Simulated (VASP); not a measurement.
Write the native input for VASP 6.6.1 that does the following.

| Item | Value |
| --- | --- |
| Task | single point |
| Functional | PBE |
| Potentials or basis | VASP PAW PBE potentials, release 64 (Al, In_d, As) |
| Cutoff | 520 eV |
| k mesh | 4 × 2 × 4 |
| Occupations | gaussian, width 0.1 eV |
| Spin | no spin polarisation |
| Dipole correction | no |
| Further INCAR settings | ALGO = Normal; EDIFF = 1e-07; NBANDS = 31 |

The structure of Al3InAs4 lies in POSCAR:

```
Al3InAs4
1.0
    4.1236129000      0.0000000000      0.0000000000
    0.0000000000      8.2545528000      0.0000000000
    0.0000000000      0.0000000000      5.8373508000
Al In As
3 1 4
Direct
    0.0000000000      0.7421840000      0.0000870000
    0.0000000000      0.2578160000      0.0000870000
    0.5000000000      0.5000000000      0.5010100000
    0.5000000000      0.0000000000      0.5002330000
    0.5000000000      0.7364500000      0.7607780000
    0.0000000000      0.0000000000      0.2190110000
    0.5000000000      0.2635500000      0.7607780000
    0.0000000000      0.5000000000      0.2580150000
```

The input as run:

INCAR

```
SYSTEM = Al3InAs4
ALGO = Normal ; EDIFF = 1E-7
ENCUT = 520 ; GGA = PE
ISIF = 2 ; ISMEAR = 0
LASPH = .True. ; LCHARG = .True.
LELF = .True. ; LREAL = .False.
LVHAR = .True. ; LWAVE = .False.
NBANDS = 31 ; NELM = 80
PREC = Accurate ; SIGMA = 0.1
```

KPOINTS

```
k-points
0
Gamma
  4 2 4
  0 0 0
```

Potentials or basis: VASP PAW PBE potentials, release 64 (Al, In_d, As).

Launch:

```sh
$ cat potpaw_PBE.64/Al/POTCAR potpaw_PBE.64/In_d/POTCAR potpaw_PBE.64/As/POTCAR > POTCAR
$ mpirun -np 1 vasp_std > vasp.out
```

It gave:

- Pressure: 0.2 GPa
- Largest force: 0.028 eV/Å
- Band gap on the k mesh: 1.03 eV, direct

Caveat: spin-orbit coupling is left out, which moves the levels of the heavy elements.

Run time: 4.4 min on 1 thread of AMD EPYC 7R43 64-Core Processor (Zen 3), on a shared host, peak memory 0.31 GiB.
